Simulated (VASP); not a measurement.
## Si: single point with PBEsol

Crystal: Si.

```
CELL_PARAMETERS angstrom
-3.10061 3.10061 3.49811
3.10061 -3.10061 3.49811
3.10061 3.10061 -3.49811
ATOMIC_POSITIONS crystal
Si 0.20479 0.20479 0.20479
Si 0.50000 0.00000 0.29521
Si 0.29521 0.50000 0.00000
Si 0.00000 0.29521 0.50000
Si 0.79521 0.79521 0.79521
Si 0.50000 0.00000 0.70479
Si 0.70479 0.50000 0.00000
Si 0.00000 0.70479 0.50000
```

```yaml
Program: VASP 6.6.1
Task: single point
Functional: PBEsol
Potentials_or_basis: VASP PAW PBE potentials, release 64 (Si)
Cutoff: 520 eV
k_mesh: 10 × 10 × 10
Occupations: gaussian, width 0.15 eV
Spin: no spin polarisation
```

```json
{
 "Pressure": "8.4 GPa",
 "Largest force": "1.148 eV/Å",
 "Band gap on the k mesh": "zero (bands 16 and 17 overlap by 0.72 eV)"
}
```

Forces in eV/Å, atoms in the order of the input:
```
Si   0.620 -0.702  0.663
Si  -0.620  0.702  0.663
Si   0.620  0.702 -0.663
Si  -0.620 -0.702 -0.663
Si  -0.620  0.702 -0.663
Si   0.620 -0.702 -0.663
Si  -0.620 -0.702  0.663
Si   0.620  0.702  0.663
```

Stress tensor (GPa, compression positive):
```
14.20  0.00  0.00
 0.00 15.63  0.00
 0.00  0.00 -4.60
```

Levels at points of the mesh, in eV from the Fermi level:
| k point | band 13 | band 14 | band 15 | band 16 | band 17 | band 18 | band 19 | band 20 |
| --- | --- | --- | --- | --- | --- | --- | --- | --- |
| (0.00, 0.00, 0.00) | -4.10 | -2.55 | -1.02 | 0.04 | 0.13 | 2.56 | 2.82 | 3.28 |
| (0.50, 0.00, 0.00) | -1.87 | -1.87 | -0.71 | -0.71 | -0.21 | -0.21 | 2.27 | 2.27 |
| (0.00, 0.50, 0.00) | -1.95 | -1.95 | -1.51 | -1.51 | 0.91 | 0.91 | 2.02 | 2.02 |
| (0.50, 0.50, 0.00) | -2.04 | -2.04 | -1.71 | -1.71 | 0.48 | 0.48 | 1.50 | 1.50 |
| (0.50, 0.50, 0.50) | -2.63 | -0.54 | -0.29 | 0.15 | 1.06 | 1.91 | 2.11 | 2.44 |

Wall time 7 min on 1 thread of Intel(R) Xeon(R) Platinum 8559C (Emerald Rapids) (shared host), peak memory 0.52 GiB.

Caveat: the stress differs along the axes, from -5 to 16 GPa; semilocal functionals underestimate gaps, and a narrow one can read as zero; the PAW data sets were made with another functional, which shifts forces and pressure a little.
